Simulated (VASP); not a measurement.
Set up this calculation in VASP 6.6.1, as the native input.

```yaml
Task: single point
Functional: r2SCAN
Potentials_or_basis: VASP PAW PBE potentials, release 64 (Na_pv, Cl)
Cutoff: 520 eV
k_mesh: 8 × 8 × 8
Occupations: gaussian, width 0.01 eV
Spin: no spin polarisation
Dipole_correction: no
Further_INCAR_settings: ALGO = Normal; EDIFF = 1e-06; NBANDS = 14
```

NaCl:

```xyz
2
Lattice="0.0525 2.8114 2.8114 2.8114 0.0525 2.8114 2.8114 2.8114 0.0525" Properties=species:S:1:pos:R:3 pbc="T T T"
Na    0.0000    0.0000    0.0000
Cl    2.8377    2.8377    2.8377
```

This cell differs from its parent crystal: epitaxial 111 strain -1.6%.

One way to write it, as run:

POSCAR

```
NaCl
1.0
    0.0524665221      2.8114432507      2.8114432507
    2.8114432507      0.0524665221      2.8114432507
    2.8114432507      2.8114432507      0.0524665221
Na Cl
1 1
Direct
    0.0000000000      0.0000000000      0.0000000000
    0.5000000000      0.5000000000      0.5000000000
```

INCAR.step1

```
SYSTEM = NaCl
ALGO = Normal
EDIFF = 1E-4
ENCUT = 520
GGA = PE
ISMEAR = 0
LASPH = .True.
LCHARG = .False.
LREAL = .False.
LWAVE = .True.
NBANDS = 14
NELM = 80
PREC = Accurate
SIGMA = 0.01
```

INCAR.step2

```
SYSTEM = NaCl
ALGO = Normal
EDIFF = 1E-6
ENCUT = 520
ISIF = 2
ISMEAR = 0
ISTART = 1
LASPH = .True.
LCHARG = .False.
LMIXTAU = .True.
LREAL = .False.
LWAVE = .False.
METAGGA = R2SCAN
NBANDS = 14
NELM = 80
PREC = Accurate
SIGMA = 0.01
```

KPOINTS

```
k-points
0
Gamma
  8 8 8
  0 0 0
```

Potentials or basis: VASP PAW PBE potentials, release 64 (Na_pv, Cl).

The run is started by

```console
$ cat potpaw_PBE.64/Na_pv/POTCAR potpaw_PBE.64/Cl/POTCAR > POTCAR
$ cp INCAR.step1 INCAR
$ mpirun -np 1 vasp_std > vasp.out
$ cp INCAR.step2 INCAR
$ mpirun -np 1 vasp_std > vasp.out
```

Results of the run:

```
Pressure               : 0.4 GPa
Band gap on the k mesh : 6.04 eV
```

Caveat: the cell differs from its parent crystal (epitaxial 111 strain -1.6%); the PAW data sets were made with another functional, which shifts forces and pressure a little.

It took 4.4 min on 1 thread of AMD EPYC 7R43 64-Core Processor (Zen 3), with other jobs on the host, peak memory 0.15 GiB.
